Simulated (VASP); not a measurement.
A run of VASP 6.6.1 is set up as follows.

Contents of INCAR:

```
  PREC = Accurate
  ENCUT = 520
  EDIFF = 1E-7
  ISMEAR = 0
  SIGMA = 0.15
  LREAL = False
  LASPH = True
  NELM = 100
  ALGO = Normal
  ISIF = 2
  LWAVE = False
  LCHARG = False
  GGA = CA
  NBANDS = 8
```

KPOINTS

```
Automatic mesh
0
Gamma
  18 18 18
```

The input POSCAR:

```
As
1.0
    2.7036817444      0.0000000000      0.0000000000
    0.0000000000      2.7036817444      0.1773615224
    0.0000000000      0.1773615224      2.7036817444
As
1
Direct
    0.5000000000      0.5000000000      0.5000000000
```

Potentials or basis: VASP PAW LDA potentials, release 64 (As).

The run is started by

```console
$ cat potpaw_LDA.64/As/POTCAR > POTCAR
$ mpirun -np 1 vasp_std > vasp.out
```

Question: What does it give for the pressure?

Answer: -2.3 GPa.

Stress tensor (GPa, compression positive):
```
-2.72  0.00  0.00
 0.00 -2.09 -3.75
 0.00 -3.75 -2.09
```

Caveat: the cell differs from its parent crystal (strain +0.1312 x Voigt [0, 0, 0, 1, 0, 0]).
